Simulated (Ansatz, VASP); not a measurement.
## Re: VASP beside Ansatz

File INCAR:

```
SYSTEM = Re
PREC     = Accurate       ! precision mode
ENCUT    = 520            ! plane-wave cutoff, eV
EDIFF    = 1E-7           ! SCF threshold, eV
ISMEAR   = 0              ! smearing method
SIGMA    = 0.023          ! smearing width, eV
LREAL    = .FALSE.        ! projectors in reciprocal space
LASPH    = .TRUE.         ! aspherical terms in the spheres
NELM     = 100            ! most SCF steps
ALGO     = Fast           ! electronic algorithm
ISIF     = 2              ! what is computed and relaxed
LWAVE    = .FALSE.        ! write WAVECAR
LCHARG   = .FALSE.        ! write CHGCAR
GGA      = PE             ! functional
NBANDS   = 14             ! bands
```

Contents of KPOINTS:

```
regular mesh
0
G
  11 11 6
  0 0 0
```

The input POSCAR:

```
Re
1.0
    2.7608000000      0.0000000000      0.0000000000
   -1.3804000000      2.3909229348      0.0000000000
    0.0000000000      0.0000000000      4.4582000000
Re
2
Direct
    0.6666666667      0.3333333333      0.7500000000
    0.3333333333      0.6666666667      0.2500000000
```

input.yaml

```yaml
crystal:
  lattice:
    - [2.7608, 0.0, 0.0]
    - [-1.3804, 2.3909229348, 0.0]
    - [0.0, 0.0, 4.4582]
  atoms:
    - { symbol: Re, position: [0.6666666667, 0.3333333333, 0.75] }
    - { symbol: Re, position: [0.3333333333, 0.6666666667, 0.25] }
kpoints:
  mp_grid: { grid: [11, 11, 6] }
scf:
  occupations: { method: gaussian, width: 0.023 }
hamiltonian:
  xc: pbe
  pseudopotentials: { kind: all_electron, lapw: { basis_error: 0.001 } }
output:
  forces: true
  stress: true
  eigenvalues: true
```

Alike in both runs: task single point; functional PBE; k mesh 11 × 11 × 6; occupations gaussian, width 0.023 eV; no spin polarisation.

|  | VASP | Ansatz |
| --- | --- | --- |
| version | VASP 6.6.1 | Ansatz 0.2.0 |
| potentials or method | VASP PAW PBE potentials, release 64 (Re), cutoff 520 eV | all-electron LAPW, scalar-relativistic |

|  | VASP | Ansatz | Ansatz less VASP |
| --- | --- | --- | --- |
| gap on the k mesh at the Fermi level (eV) | none | none | - |
| pressure (GPa) | 5.4 | 5.9 | +0.51 |
| traceless stress, the component that is largest in VASP (GPa) | -0.65 | -0.53 | +0.123 |

A gap of «none» marks a metal or a gap that the smearing closes. Ansatz ran all-electron here, and VASP with PAW potentials.

Spin-orbit coupling is off throughout.
